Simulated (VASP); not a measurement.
Wanted: the native input for a VASP 6.6.1 run.

* Task: single point
* Functional: r2SCAN
* Potentials or basis: VASP PAW PBE potentials, release 64 (Al, Ga_d, N)
* Cutoff: 520 eV
* k mesh: 5 × 7 × 2
* Occupations: gaussian, width 0.05 eV
* Spin: no spin polarisation
* Dipole correction: no
* Further INCAR settings: LREAL = Auto; ALGO = Normal; EDIFF = 1e-06; NBANDS = 56

Al3GaN4:

```
CELL_PARAMETERS angstrom
-5.03808 0.00000 -0.00006
0.00000 -3.12495 0.00000
-0.00658 0.00000 11.07079
ATOMIC_POSITIONS crystal
Al 0.49980 0.50000 0.81534
Al 0.49979 0.50000 0.32663
Al 0.99934 0.50000 0.16421
Al 0.99935 0.50000 0.65292
Al 0.99902 0.00000 0.89568
Al 0.99901 0.00000 0.40697
Ga 0.50051 0.00000 0.08176
Ga 0.50052 0.00000 0.57047
N 0.88930 0.00000 0.08182
N 0.88931 0.00000 0.57053
N 0.87735 0.50000 0.81528
N 0.87733 0.50000 0.32657
N 0.37459 0.50000 0.16703
N 0.37461 0.50000 0.65574
N 0.37661 0.00000 0.89285
N 0.37660 0.00000 0.40415
```

This cell differs from its parent crystal: the distance across one plane changed.

One way to write it, as run:

POSCAR

```
Al3GaN4
1.0
   -5.0380822009      0.0000000000     -0.0000609628
    0.0000000000     -3.1249488261      0.0000000000
   -0.0065845098      0.0000000000     11.0707859611
Al Ga N
6 2 8
Direct
    0.4998024567      0.5000000000      0.8153401771
    0.4997880002      0.5000000000      0.3266311550
    0.9993364867      0.5000000000      0.1642071781
    0.9993509432      0.5000000000      0.6529162002
    0.9990221693      1.0000000000      0.8956787548
    0.9990077128      1.0000000000      0.4069697327
    0.5005077312      1.0000000000      0.0817632012
    0.5005221877      1.0000000000      0.5704722233
    0.8892954416      1.0000000000      0.0818182044
    0.8893098981      1.0000000000      0.5705272266
    0.8773485272      0.5000000000      0.8152801719
    0.8773340707      0.5000000000      0.3265711498
    0.3745913417      0.5000000000      0.1670314614
    0.3746057981      0.5000000000      0.6557404836
    0.3766126248      1.0000000000      0.8928541563
    0.3765981683      1.0000000000      0.4041451341
```

INCAR.step1

```
SYSTEM = Al3GaN4
ALGO = Normal
EDIFF = 1E-4
ENCUT = 520
GGA = PE
ISMEAR = 0
LASPH = .True.
LCHARG = .False.
LREAL = Auto
LWAVE = .True.
NBANDS = 56
NELM = 80
PREC = Accurate
SIGMA = 0.05
```

INCAR.step2

```
SYSTEM = Al3GaN4
ALGO = Normal
EDIFF = 1E-6
ENCUT = 520
ISIF = 2
ISMEAR = 0
ISTART = 1
LASPH = .True.
LCHARG = .False.
LMIXTAU = .True.
LREAL = Auto
LWAVE = .False.
METAGGA = R2SCAN
NBANDS = 56
NELM = 80
PREC = Accurate
SIGMA = 0.05
```

KPOINTS

```
k-points
0
Gamma
  5 7 2
  0 0 0
```

Potentials or basis: VASP PAW PBE potentials, release 64 (Al, Ga_d, N).

Run with:

```bash
$ cat potpaw_PBE.64/Al/POTCAR potpaw_PBE.64/Ga_d/POTCAR potpaw_PBE.64/N/POTCAR > POTCAR
$ cp INCAR.step1 INCAR
$ mpirun -np 1 vasp_std > vasp.out
$ cp INCAR.step2 INCAR
$ mpirun -np 1 vasp_std > vasp.out
```

Results of the run:

```
Pressure               : -3.2 GPa
Largest force          : 1.420 eV/Å
Band gap on the k mesh : 3.88 eV
```

Caveat: the cell differs from its parent crystal (the distance across one plane changed); the cell stands under tension; the PAW data sets were made with another functional, which shifts forces and pressure a little.

Wall time 12 min on 1 thread of AMD EPYC 9R45 96-Core Processor (Zen 5), with other jobs on the host, peak memory 0.36 GiB.
